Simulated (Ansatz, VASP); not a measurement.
Two plane-wave programs on Si2Mo

The input INCAR:

```
SYSTEM = Si2Mo
ALGO = Normal ; EDIFF = 1E-7
ENCUT = 520 ; GGA = PE
ISIF = 2 ; ISMEAR = -1
LASPH = .True. ; LCHARG = .False.
LREAL = .False. ; LWAVE = .False.
NBANDS = 18 ; NELM = 60
PREC = Accurate ; SIGMA = 0.05
```

Contents of KPOINTS:

```
k-points
0
Gamma
  10 10 10
  0 0 0
```

POSCAR

```
Si2Mo
1.0
    0.0000000000      2.8678176590      2.8678176590
    2.8678176590      0.0000000000      2.8678176590
    2.8678176590      2.8678176590      0.0000000000
Mo Si
1 2
Direct
    0.0000000000      0.0000000000      0.0000000000
    0.2500000000      0.2500000000      0.2500000000
    0.7500000000      0.7500000000      0.7500000000
```

Input for Ansatz:

```yaml
crystal:
  lattice:
    - [0.0, 2.867817659, 2.867817659]
    - [2.867817659, 0.0, 2.867817659]
    - [2.867817659, 2.867817659, 0.0]
  atoms:
    - { symbol: Mo, position: [0.0, 0.0, 0.0] }
    - { symbol: Si, position: [0.25, 0.25, 0.25] }
    - { symbol: Si, position: [0.75, 0.75, 0.75] }
kpoints:
  mp_grid: { grid: [10, 10, 10] }
scf:
  occupations: { method: fermi_dirac, width: 0.05 }
hamiltonian:
  xc: pbe
  pseudopotentials: { kind: paw }
output:
  forces: true
  stress: true
  eigenvalues: true
  populations: true
  write_density: true
  write_potential: true
  elf: true
  volumetric_format: npy
```

Change from the starting cell: volume scaled by 0.94, PAW files.

Alike in both runs: task single point; functional PBE; k mesh 10 × 10 × 10; occupations fermi-dirac, width 0.05 eV; no spin polarisation.

|  | VASP | Ansatz |
| --- | --- | --- |
| version | VASP 6.6.1 | Ansatz 0.2.0 |
| potentials or method | VASP PAW PBE potentials, release 64 (Mo_sv, Si) | PAW with Ansatz's default frozen-core files, scalar-relativistic |
| plane-wave cutoff (eV) | 520 | 420 |
| valence electrons in the cell | 22 | 22 |

|  | VASP | Ansatz | Ansatz less VASP |
| --- | --- | --- | --- |
| pressure (GPa) | 9.7 | 9.5 | -0.13 |

The functional is the same, so the differences come from potentials, cutoffs and numerics.
